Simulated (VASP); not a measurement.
**InAs: single point with PBE**

InAs, a slab with vacuum:

```xyz
16
Lattice="8.5362 0.0000 0.0000 0.0000 6.0360 0.0000 0.0000 0.0000 19.4021" Properties=species:S:1:pos:R:3 pbc="T T T"
In    0.0000    0.0000    1.0000
In    6.4021    3.3671    3.3675
In    2.1340    3.3671    3.3675
In    4.2681    0.0000    1.0000
In    4.2681    0.4316    5.4825
In    2.1340    2.9664    7.3225
In    6.4021    2.9664    7.3225
In    0.0000    0.4316    5.4825
As    0.0000    1.7794    3.1232
As    2.1340    4.5270    1.0000
As    6.4021    4.5270    1.0000
As    4.2681    1.7794    3.1232
As    4.2681    1.5836    7.9319
As    6.4021    4.8861    5.5413
As    2.1340    4.8861    5.5413
As    0.0000    1.5836    7.9319
```

| Item | Value |
| --- | --- |
| Program | VASP 6.6.1 |
| Task | single point |
| Functional | PBE |
| Potentials or basis | VASP PAW PBE potentials, release 64 (In_d, As) |
| Cutoff | 400 eV |
| k mesh | 2 × 2 × 1 |
| Occupations | fermi-dirac, width 0.05 eV |
| Spin | no spin polarisation |

```yaml
Largest_force: 1.095 eV/Å
Band_gap_on_the_k_mesh: 0.38 eV
```

Forces on the atoms (eV/Å):
```
In   0.000 -0.128  1.073
In   0.000 -0.022  0.002
In   0.000 -0.022  0.002
In   0.000 -0.128  1.073
In   0.000  0.006  0.038
In   0.000 -0.017 -0.031
In   0.000 -0.017 -0.031
In   0.000  0.006  0.038
As   0.000  0.016  0.047
As   0.000  0.123 -1.088
As   0.000  0.123 -1.088
As   0.000  0.016  0.047
As   0.000 -0.009  0.019
As   0.000  0.031 -0.059
As   0.000  0.031 -0.059
As   0.000 -0.009  0.019
```

Levels at points of the mesh, in eV from the valence-band top:
```tsv
k point	band 70	band 71	band 72	band 73	band 74	band 75
(0.00, 0.00, 0.00)	-0.66	-0.49	0.00	0.38	0.72	1.13
(0.50, 0.00, 0.00)	-0.90	-0.63	-0.63	0.83	0.83	1.76
(0.00, 0.50, 0.00)	-0.88	-0.77	-0.63	0.42	0.80	1.19
(0.50, 0.50, 0.00)	-0.89	-0.50	-0.50	0.91	0.91	1.77
```

Wall time 9.6 min on 1 thread of Intel(R) Xeon(R) Platinum 8488C (Sapphire Rapids) (shared host), peak memory 0.65 GiB.

Caveat: the k points lie up to 0.52 Å⁻¹ apart; spin-orbit coupling is left out, which moves the levels of the heavy elements.
